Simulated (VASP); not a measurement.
Write the native input for VASP 6.6.1 that does the following.

| Property | Result |
| --- | --- |
| Task | single point |
| Functional | PBEsol |
| Potentials or basis | VASP PAW PBE potentials, release 64 (Lu, H) |
| Cutoff | 520 eV |
| k mesh | 14 × 14 × 14 |
| Occupations | fermi-dirac, width 0.15 eV |
| Spin | no spin polarisation |
| Dipole correction | no |
| Further INCAR settings | ALGO = Normal; EDIFF = 1e-06; NBANDS = 20 |

The structure of LuH2 lies in POSCAR:

```
LuH2
1.0
    0.0000000000      2.4795730359      2.4795730359
    2.4795730359      0.0000000000      2.4795730359
    2.4795730359      2.4795730359      0.0000000000
Lu H
1 2
Direct
    0.0000000000      0.0000000000      0.0000000000
    0.2500000000      0.2500000000      0.2500000000
    0.7500000000      0.7500000000      0.7500000000
```

One way to write it, as run:

INCAR

```
SYSTEM = LuH2
PREC = Accurate
ENCUT = 520
EDIFF = 1E-6
ISMEAR = -1
SIGMA = 0.15
LREAL = .FALSE.
LASPH = .TRUE.
NELM = 60
ALGO = Normal
ISIF = 2
LWAVE = .FALSE.
LCHARG = .TRUE.
GGA = PS
LELF = .TRUE.
LVHAR = .TRUE.
NBANDS = 20
```

KPOINTS

```
Automatic mesh
0
G
  14 14 14
  0 0 0
```

Potentials or basis: VASP PAW PBE potentials, release 64 (Lu, H).

Command:

```console
$ cat potpaw_PBE.64/Lu/POTCAR potpaw_PBE.64/H/POTCAR > POTCAR
$ mpirun -np 1 vasp_std > vasp.out
```

Results of the run:

```yaml
Pressure: 0.4 GPa
```

Caveat: the PAW data sets were made with another functional, which shifts forces and pressure a little.

Run time: 39 s on 1 thread of Intel(R) Xeon(R) 6975P-C (Granite Rapids), on a shared host, peak memory 0.21 GiB.
